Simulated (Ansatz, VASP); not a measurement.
**One calculation of MnS, two programs**

```
CELL_PARAMETERS angstrom
3.97600 0.00000 0.00000
-1.98800 3.44332 0.00000
0.00000 0.00000 6.43200
ATOMIC_POSITIONS crystal
Mn 0.33333 0.66667 0.00000
Mn 0.66667 0.33333 0.50000
S 0.33333 0.66667 0.38500
S 0.66667 0.33333 0.88500
```

Alike in both runs: task single point; functional r2SCAN; k mesh 6 × 6 × 3; occupations gaussian, width 0.05 eV; collinear spin; Hubbard terms Mn d U = 2.0 eV, J = 0.9 eV.

```csv
,VASP,Ansatz
version,VASP 6.6.1,Ansatz 0.2.0
potentials or method,"VASP PAW PBE potentials, release 64 (Mn_pv, S), cutoff 520 eV","scalar-relativistic, plane waves, PAW"
valence electrons in the cell,38,42
```

Ansatz gave:

| Property | Result |
| --- | --- |
| gap on the k mesh at the Fermi level (eV) | 0.82 |
| least direct gap on the mesh (eV) | 1.61 |
| pressure (GPa) | -0.9 |
| traceless stress, the component that is largest in VASP (GPa) | -1.34 |
| rms of the force components (eV/Å) | 0.167 |
| net moment per atom (μB) | 1.00 |
| size of the moment on the site where the two differ most (μB) | 0.89 |

Task: Estimate VASP's values.

Result: gap on the k mesh at the Fermi level (eV): 1.23; least direct gap on the mesh (eV): 1.52; pressure (GPa): 2.6; traceless stress, the component that is largest in VASP (GPa): -1.57; rms of the force components (eV/Å): 0.132; net moment per atom (μB): 2.50; size of the moment on the site where the two differ most (μB): 4.52.

The net moments are unlike, so the other rows may belong to different states. VASP's potentials were made for PBE, not for r2SCAN. Site moments also hang on the region over which each program counts them. The programs project onto different local orbitals, so the same U acts differently, and such runs can settle in different states. Atom by atom the forces differ by 0.060 eV/Å (rms over components). VASP's potentials hold 38 valence electrons a cell and Ansatz's 42, so a difference there can come from the potentials and not from the codes. Ansatz's warnings: specified occupation not kept, symmetry narrowed by occupation matrices.
